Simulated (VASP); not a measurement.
Runs of VASP 6.6.1 on MgO. The structure is that of space group Fm-3m (No. 225), or close to it. The cells are those of the table. 

| level | cell | k mesh | gap on the mesh (eV) | pressure (GPa) |
| --- | --- | --- | --- | --- |
| r2SCAN | a = 2.986, b = 2.986, c = 3.032 Å, angles 59.5, 59.5, 61.0°, 2 atoms | 10 × 10 × 10 | (c) | (a) |
| r2SCAN | a = 2.963, b = 2.963, c = 2.913 Å, angles 60.5, 60.5, 58.9°, 2 atoms | 10 × 10 × 10 | (b) | 4.1 |
| PBE | a = 2.963, b = 2.963, c = 2.913 Å, angles 60.5, 60.5, 58.9°, 2 atoms | 6 × 6 × 6 | 5.01 | 10.3 |
| r2SCAN | a = 2.959, b = 2.959, c = 2.884 Å, angles 60.8, 60.8, 58.3°, 2 atoms | 10 × 10 × 10 | 6.01 | 7.3 |
| r2SCAN | a = 2.979, b = 2.979, c = 3.003 Å, angles 59.7, 59.7, 60.5°, 2 atoms | 10 × 10 × 10 | 5.50 | -3.3 |

Alike in all rows: task single point; potentials or basis VASP PAW PBE potentials, release 64 (Mg, O); no spin polarisation; cutoff (eV) 520; smearing gaussian 0.01 eV.

Task: Estimate the missing entries.

Result: (a) -5.2; (b) 5.89; (c) 5.35.

Caveats: some runs use coarse meshes; the PAW data sets were made with another functional, which shifts forces and pressure a little (some runs).

